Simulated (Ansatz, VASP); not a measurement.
**Two plane-wave programs on C**

```
C
1.0
     0.00000    1.76580    1.76580
     1.76580    0.00000    1.76580
     1.76580    1.76580    0.00000
C
2
Direct
  0.00000 0.00000 0.00000
  0.25000 0.25000 0.25000
```

Alike in both runs: task relaxation of cell and atoms; functional LDA; k mesh 12 × 12 × 12; occupations gaussian, width 0.02 eV; no spin polarisation.

```csv
,VASP,Ansatz
version,VASP 6.6.1,Ansatz 0.2.0
potentials or method,"VASP PAW LDA potentials, release 64 (C), cutoff 600 eV","scalar-relativistic, plane waves, PAW"
valence electrons in the cell,8,8
```

Ansatz gave:

```
gap on the k mesh at the Fermi level, each at its own relaxed structure (eV) : 4.20
relaxed volume (Å³/atom)                                                     : 5.51
relaxed cell length with the largest relative difference (Å)                 : 2.497
```

**Question.** What did VASP give for the same quantities?

**Answer.** gap on the k mesh at the Fermi level, each at its own relaxed structure (eV): 4.19; relaxed volume (Å³/atom): 5.52; relaxed cell length with the largest relative difference (Å): 2.499.

Ansatz warns that its potentials were made for another functional, while VASP's fit it. LDA's correlation is that of Perdew and Zunger in VASP and of Perdew and Wang (1992) in Ansatz.
